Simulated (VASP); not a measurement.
SnAs: single point with LDA

The system is SnAs.

```xyz
2
Lattice="0.0000 2.6707 2.6707 2.6707 0.0000 2.6707 2.6707 2.6707 0.0000" Properties=species:S:1:pos:R:3 pbc="T T T"
Sn    2.6707    2.6707    2.6707
As    0.0000    0.0000    0.0000
```

This cell differs from its parent crystal: volume scaled by 0.8.

- Program: VASP 6.6.1
- Task: single point
- Functional: LDA
- Potentials or basis: VASP PAW LDA potentials, release 64 (Sn_d, As)
- Cutoff: 520 eV
- k mesh: 11 × 11 × 11
- Occupations: fermi-dirac, width 0.05 eV
- Spin: no spin polarisation

* Pressure: 21.6 GPa

Levels at points of the mesh, in eV from the Fermi level:
| k point | band 7 | band 8 | band 9 | band 10 | band 11 | band 12 | band 13 | band 14 |
| --- | --- | --- | --- | --- | --- | --- | --- | --- |
| (0.00, 0.00, 0.00) | -1.63 | -1.63 | -1.63 | -1.33 | 5.82 | 5.82 | 5.82 | 6.14 |

It took 29 s on 1 thread of Intel Xeon 6975P-C, with other jobs on the host, peak memory 0.16 GiB.

Caveat: spin-orbit coupling is left out, which moves the levels of the heavy elements.
